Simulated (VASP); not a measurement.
# WS2 in VASP: single point with PBEsol

Aim: the single point of WS2 with PBEsol.

Program: VASP 6.6.1. These are calculated values, not measurements. Logs are shortened: lines on timing, memory, paths and dates and some standing lists are left out, and cuts for length are marked.

### 1 The cell of the first run

The cell holds a slab with vacuum, 6 atoms: a = 3.183 Å, b = 3.183 Å, c = 23.669 Å, α = 90.00°, β = 90.00°, γ = 120.00°.

### 2 Single point, PBEsol

The input, INCAR:

```
  PREC = Accurate
  ENCUT = 500
  EDIFF = 1E-6
  ISMEAR = 1
  SIGMA = 0.225
  LREAL = F
  LASPH = T
  NELM = 120
  ALGO = Normal
  ISIF = 2
  LWAVE = F
  LCHARG = T
  GGA = PS
  LELF = T
  LVHAR = T
  NBANDS = 35
  GGA_COMPAT = F
```

The input, KPOINTS:

```
Automatic mesh
0
Gamma
  8 8 1
```

The input, POSCAR:

```
WS2
1.0
    3.1832085600      0.0000000000      0.0000000000
   -1.5916042800      2.7567394785      0.0000000000
    0.0000000000      0.0000000000     23.6687632500
W S
2 4
Direct
    0.3333333333      0.6666666667      0.6373175400
    0.6666666667      0.3333333333      0.3626824600
    0.3333333333      0.6666666667      0.2968161100
    0.6666666667      0.3333333333      0.7031838900
    0.6666666667      0.3333333333      0.5714418300
    0.3333333333      0.6666666667      0.4285581700
```

Potentials or basis: VASP PAW PBE potentials, release 64 (W_sv, S).

The run is started by

```bash
$ cat potpaw_PBE.64/W_sv/POTCAR potpaw_PBE.64/S/POTCAR > POTCAR
$ mpirun -np 1 vasp_std > vasp.out
```

OUTCAR:

```text
PREC = Accurate
   ENCUT = 500
   EDIFF = 1E-6
   ISMEAR = 1
   LREAL = F
   LASPH = T
   NELM = 120
   ISIF = 2
   GGA = PS

 ion  position               nearest neighbor table
   1  0.333  0.667  0.637-   4 2.41   4 2.41   4 2.41   5 2.41   5 2.41   5 2.41
   2  0.667  0.333  0.363-   3 2.41   3 2.41   3 2.41   6 2.41   6 2.41   6 2.41
   3  0.333  0.667  0.297-   2 2.41   2 2.41   2 2.41
   4  0.667  0.333  0.703-   1 2.41   1 2.41   1 2.41
   5  0.667  0.333  0.571-   1 2.41   1 2.41   1 2.41
   6  0.333  0.667  0.429-   2 2.41   2 2.41   2 2.41

  LATTYP: Found a hexagonal cell.
 ALAT       =     3.1832085600
 C/A-ratio  =     7.4355050270

  Lattice vectors:

 A1 = (   3.1832085600,   0.0000000000,   0.0000000000)
 A2 = (  -1.5916042800,   2.7567394785,   0.0000000000)
 A3 = (   0.0000000000,   0.0000000000,  23.6687632500)

Analysis of symmetry for initial positions (statically):
=====================================================================
 Subroutine PRICEL returns:
 Original cell was already a primitive cell.

 Routine SETGRP: Setting up the symmetry group for a
 hexagonal supercell.

 Subroutine GETGRP returns: Found 12 space group operations
 (whereof 12 operations were pure point group operations)
 out of a pool of 24 trial point group operations.

The static configuration has the point symmetry D_3d.

Analysis of symmetry for dynamics (positions and initial velocities):
=====================================================================
 Subroutine PRICEL returns:
 Original cell was already a primitive cell.

 Routine SETGRP: Setting up the symmetry group for a
 hexagonal supercell.

 Subroutine GETGRP returns: Found 12 space group operations
 (whereof 12 operations were pure point group operations)
 out of a pool of 24 trial point group operations.

The dynamic configuration has the point symmetry D_3d.

 Subroutine INISYM returns: Found 12 space group operations
 (whereof 12 operations are pure point group operations),
 and found     1 'primitive' translations

----------------------------------------------------------------------------------------

                                     Primitive cell

  volume of cell :     207.6999

  direct lattice vectors                    reciprocal lattice vectors
     3.183208560  0.000000000  0.000000000     0.314148439  0.181373686  0.000000000
    -1.591604280  2.756739479  0.000000000     0.000000000  0.362747372  0.000000000
     0.000000000  0.000000000 23.668763250     0.000000000  0.000000000  0.042249778

  length of vectors
     3.183208560  3.183208560 23.668763250     0.362747372  0.362747372  0.042249778

  position of ions in fractional coordinates (direct lattice)
     0.333333333  0.666666667  0.637317540
     0.666666667  0.333333333  0.362682460
     0.333333333  0.666666667  0.296816110
     0.666666667  0.333333333  0.703183890
     0.666666667  0.333333333  0.571441830
     0.333333333  0.666666667  0.428558170

  ion indices of the primitive-cell ions
   primitive index   ion index
                 1           1
                 2           2
                 3           3
                 4           4
                 5           5
                 6           6

----------------------------------------------------------------------------------------

 KPOINTS: Automatic mesh

Automatic generation of k-mesh.
 Grid dimensions read from file:
 generate k-points for:    8    8    1

 Generating k-lattice:

  Cartesian coordinates                     Fractional coordinates (reciprocal lattice)
     0.039268555  0.022671711  0.000000000     0.125000000  0.000000000  0.000000000
     0.000000000  0.045343421  0.000000000     0.000000000  0.125000000  0.000000000
     0.000000000  0.000000000  0.042249778     0.000000000  0.000000000  1.000000000

  Length of vectors
     0.045343421  0.045343421  0.042249778

  Shift w.r.t. Gamma in fractional coordinates (k-lattice)
     0.000000000  0.000000000  0.000000000

 Subroutine IBZKPT returns following result:
 ===========================================

 Found     10 irreducible k-points:

 Following reciprocal coordinates:
            Coordinates               Weight
  0.000000  0.000000  0.000000      1.000000
  0.125000  0.000000  0.000000      6.000000
  0.250000  0.000000  0.000000      6.000000
  0.375000  0.000000  0.000000      6.000000
  0.500000  0.000000  0.000000      3.000000
  0.125000  0.125000  0.000000      6.000000
  0.250000  0.125000  0.000000     12.000000
  0.375000  0.125000  0.000000     12.000000
  0.250000  0.250000  0.000000      6.000000
  0.375000  0.250000  0.000000      6.000000
   k-points           NKPTS =     10   k-points in BZ     NKDIM =     10   number of bands    NBANDS=     35
   number of dos      NEDOS =    301   number of ions     NIONS =      6
   total plane-waves  NPLWV = 103680
   dimension x,y,z NGX =    24 NGY =   24 NGZ =  180
   dimension x,y,z NGXF=    48 NGYF=   48 NGZF=  360
   ions per type =               2   4
   NGX,Y,Z   is equivalent  to a cutoff of  12.53, 12.53, 12.64 a.u.
   NGXF,Y,Z  is equivalent  to a cutoff of  25.07, 25.07, 25.29 a.u.
 SYSTEM =  unknown system
   PREC   = accura    normal or accurate (medium, high low for compatibility)
   ISTART =      0    job   : 0-new  1-cont  2-samecut
   ICHARG =      2    charge: 1-file 2-atom 10-const
   ISPIN  =      1    spin polarized calculation?
   LNONCOLLINEAR =      F non collinear calculations
   LSORBIT =      F    spin-orbit coupling
   LASPH  =      T    aspherical Exc in radial PAW
   ENCUT  =  500.0 eV  36.75 Ry    6.06 a.u.   5.80  5.80 43.15*2*pi/ulx,y,z
   NELM   =    120;   NELMIN=  2; NELMDL= -5     # of ELM steps
   EDIFF  = 0.1E-05   stopping-criterion for ELM
   LREAL  =      F    real-space projection
   EDIFFG = 0.1E-04   stopping-criterion for IOM
   NSW    =      0    number of steps for IOM
   IBRION =     -1    ionic relax: 0-MD 1-quasi-New 2-CG
   NFREE  =      0    steps in history (QN), initial steepest desc. (CG)
   ISIF   =      2    stress and relaxation
   ISYM   =      2    0-nonsym 1-usesym 2-fastsym
   POTIM  = 0.5000    time-step for ionic-motion
   TEBEG  =    0.0;   TEEND  =   0.0 temperature during run
   PSTRESS=    0.0 pullay stress
   NELECT =      52.0000    total number of electrons
   NUPDOWN=      -1.0000    fix difference up-down
   EMIN   =  10.00;   EMAX   =-10.00  energy-range for DOS
   EFERMI =   0.00;   METHOD = LEGACY
   ISMEAR =     1;   SIGMA  =   0.23  broadening in eV -4-tet -1-fermi 0-gaus
   EFERMI_NEDOS =   21; number of points for ismear=-14 and -15
   IALGO  =     38    algorithm
   IMIX   =      4    mixing-type and parameters
     AMIX     =   0.40;   BMIX     =  1.00
     AMIX_MAG =   1.60;   BMIX_MAG =  1.00
  volume/ion in A,a.u.               =      34.62       233.60
  Fermi-wavevector in a.u.,A,eV,Ry     =   1.031804  1.949827 14.485024  1.064619
  Thomas-Fermi vector in A             =   2.165970
   LORBIT       =      0    0 simple, 1 ext, 2 COOP (PROOUT), +10 PAW based schemes
   GGA     = PS    functional components
   LHFCALC =     F    Hartree Fock is set to
   AEXX    =    0.0000 exact exchange contribution
   IVDW    =     0    specifies the selected vdW correction
   LEPSILON=     F    determine dielectric tensor
   LRPA    =     F    only Hartree local field effects (RPA)
 non-spin polarized calculation
 Methfessel and Paxton  Order N= 1 SIGMA  =   0.23
  energy-cutoff  :      500.00
  volume of cell :      207.70
 maximum number of plane-waves:      5296
 NGX is ok and might be reduce to    24
   NGX = 11   NGY = 11   NGZ = 87

 number of electron      52.0000000 magnetization

 Free energy of the ion-electron system (eV)
  ---------------------------------------------------
  ext. energy  EPLUGINS =         0.00000000
  ---------------------------------------------------
  free energy    TOTEN  =       -50.49535173 eV

  energy without entropy =      -50.49607971  energy(sigma->0) =      -50.49559439

 E-fermi :   1.1232     XC(G=0):  -6.1867

 val. band max:        0.9705225216   @ k =   0.0000   0.0000   0.0000
 cond. band min:       2.6768624569   @ k =   0.2500   0.1250   0.0000
 fundamental gap:      1.7063399353
 Fermi energy:         1.1231626094

 k-point     1 :       0.0000    0.0000    0.0000
  band No.  band energies     occupation
      1     -73.3035      2.00000
      2     -73.3034      2.00000
      3     -37.5496      2.00000
      4     -37.5496      2.00000
      5     -37.3970      2.00000
      6     -37.3970      2.00000
[... 27 lines left out ...]
     34       3.7718     -0.00000
     35       5.6996      0.00000

 k-point     2 :       0.1250    0.0000    0.0000
  band No.  band energies     occupation
      1     -73.3010      2.00000
      2     -73.3010      2.00000
      3     -37.5406      2.00000
      4     -37.5406      2.00000
      5     -37.4472      2.00000
      6     -37.4472      2.00000
[... 27 lines left out ...]
     34       4.0103     -0.00000
     35       6.2649      0.00000

 k-point     3 :       0.2500    0.0000    0.0000
  band No.  band energies     occupation
      1     -73.2950      2.00000
      2     -73.2950      2.00000
      3     -37.5667      2.00000
      4     -37.5667      2.00000
      5     -37.5187      2.00000
      6     -37.5187      2.00000
[... 27 lines left out ...]
     34       4.8222     -0.00000
     35       7.1137      0.00000
[... 191 lines left out ...]
 k-point     9 :       0.2500    0.2500    0.0000
  band No.  band energies     occupation
      1     -73.2866      2.00000
      2     -73.2866      2.00000
      3     -37.6701      2.00000
      4     -37.6701      2.00000
      5     -37.5397      2.00000
      6     -37.5397      2.00000
[... 27 lines left out ...]
     34       5.9384      0.00000
     35       7.4538      0.00000

 k-point    10 :       0.3750    0.2500    0.0000
  band No.  band energies     occupation
      1     -73.2849      2.00000
      2     -73.2849      2.00000
      3     -37.6739      2.00000
      4     -37.6739      2.00000
      5     -37.5785      2.00000
      6     -37.5785      2.00000
[... 27 lines left out ...]
     34       6.0826      0.00000
     35       6.9125      0.00000

------------------------ aborting loop because EDIFF is reached ----------------------------------------

  FORCE on cell =-STRESS in cart. coord.  units (eV):
  Direction    XX          YY          ZZ          XY          YZ          ZX
  --------------------------------------------------------------------------------------
  -------------------------------------------------------------------------------------
  Total       -2.4877325     -2.4877325     -0.6838538      0.0000000      0.0000000      0.0000000
  in kB      -19.1901280    -19.1901280     -5.2751821      0.0000000      0.0000000      0.0000000
  external PRESSURE =     -14.5518127 kB  Pullay stress =       0.0000000 kB

 VOLUME and BASIS-vectors are now :
 -----------------------------------------------------------------------------
  energy-cutoff  :      500.00
  volume of cell :      207.70
      direct lattice vectors                 reciprocal lattice vectors
     3.183208560  0.000000000  0.000000000     0.314148439  0.181373686  0.000000000
    -1.591604280  2.756739479  0.000000000     0.000000000  0.362747372  0.000000000
     0.000000000  0.000000000 23.668763250     0.000000000  0.000000000  0.042249778

 POSITION                                       TOTAL-FORCE (eV/Angst)
 -----------------------------------------------------------------------------------
     -0.00000      1.83783     15.08452        -0.000000      0.000000      0.006718
      1.59160      0.91891      8.58425         0.000000      0.000000     -0.006718
     -0.00000      1.83783      7.02527        -0.000000      0.000000      0.093219
      1.59160      0.91891     16.64349         0.000000      0.000000     -0.093219
      1.59160      0.91891     13.52532         0.000000     -0.000000      0.068408
     -0.00000      1.83783     10.14344        -0.000000      0.000000     -0.068408
 -----------------------------------------------------------------------------------
    total drift:                                0.000000     -0.000000      0.000000

  FREE ENERGIE OF THE ION-ELECTRON SYSTEM (eV)
  ---------------------------------------------------
  free  energy   TOTEN  =       -50.4953517283 eV

  energy  without entropy=      -50.4960797145  energy(sigma->0) =      -50.49559439
```

Run time: 2 min. Hardware: 1 thread of Intel Xeon 8259CL, shared host; peak memory 0.33 GiB.

What came out:

```yaml
Free_energy: -50.4954 eV
Largest_force: 0.093 eV/Å
Band_gap_on_the_k_mesh: 1.71 eV (least direct gap 2.22 eV)
```

Forces on the atoms (eV/Å):
```
W    0.000  0.000  0.007
W    0.000  0.000 -0.007
S    0.000  0.000  0.093
S    0.000  0.000 -0.093
S    0.000  0.000  0.068
S    0.000  0.000 -0.068
```

Levels at points of the mesh, in eV from the valence-band top:
```csv
k point,band 23,band 24,band 25,band 26,band 27,band 28,band 29,band 30
"(0.00, 0.00, 0.00)",-1.96,-1.96,-0.49,0.00,2.58,2.58,2.58,2.58
"(0.50, 0.00, 0.00)",-1.62,-1.57,-1.28,-1.23,2.52,2.53,2.94,3.03
```

Caveat: there is no dipole correction, which matters where the two faces differ; the PAW data sets were made with another functional, which shifts forces and pressure a little; spin-orbit coupling is left out, which moves the levels of the heavy elements.
